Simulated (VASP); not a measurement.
Write the native input for VASP 6.6.1 that does the following.

```
Task                   : single point
Functional             : PBEsol
Potentials or basis    : VASP PAW PBE potentials, release 64 (B, P)
Cutoff                 : 500 eV
k mesh                 : 8 × 8 × 8
Occupations            : methfessel-paxton, width 0.2 eV
Spin                   : no spin polarisation
Dipole correction      : no
Further INCAR settings : ALGO = Normal; EDIFF = 1e-06; NBANDS = 11
```

The structure of BP lies in POSCAR:

```
BP
1.0
    0.0000000000      2.1554244706      2.1554244706
    2.1554244706      0.0000000000      2.1554244706
    2.1554244706      2.1554244706      0.0000000000
B P
1 1
Direct
    0.0000000000      0.0000000000      0.0000000000
    0.5000000000      0.5000000000      0.5000000000
```

The input as run:

INCAR

```
SYSTEM = BP
ALGO = Normal ; EDIFF = 1E-6
ENCUT = 500 ; GGA = PS
GGA_COMPAT = .False. ; ISIF = 2
ISMEAR = 1 ; LASPH = .True.
LCHARG = .False. ; LREAL = .False.
LWAVE = .False. ; NBANDS = 11
NELM = 120 ; PREC = Accurate
SIGMA = 0.2
```

KPOINTS

```
k-points
0
Gamma
  8 8 8
  0 0 0
```

Potentials or basis: VASP PAW PBE potentials, release 64 (B, P).

Launch:

```console
$ cat potpaw_PBE.64/B/POTCAR potpaw_PBE.64/P/POTCAR > POTCAR
$ mpirun -np 1 vasp_std > vasp.out
```

It gave:

The pressure is -3.4 GPa and the band gap on the k mesh is zero (band 4 reaches 11.07 eV, above the bottom of band 5 at 7.00 eV).

Caveat: the PAW data sets were made with another functional, which shifts forces and pressure a little.

Run time: 3.1 s on 1 thread of Intel Xeon 6975P-C, with other jobs on the host, peak memory 0.13 GiB.
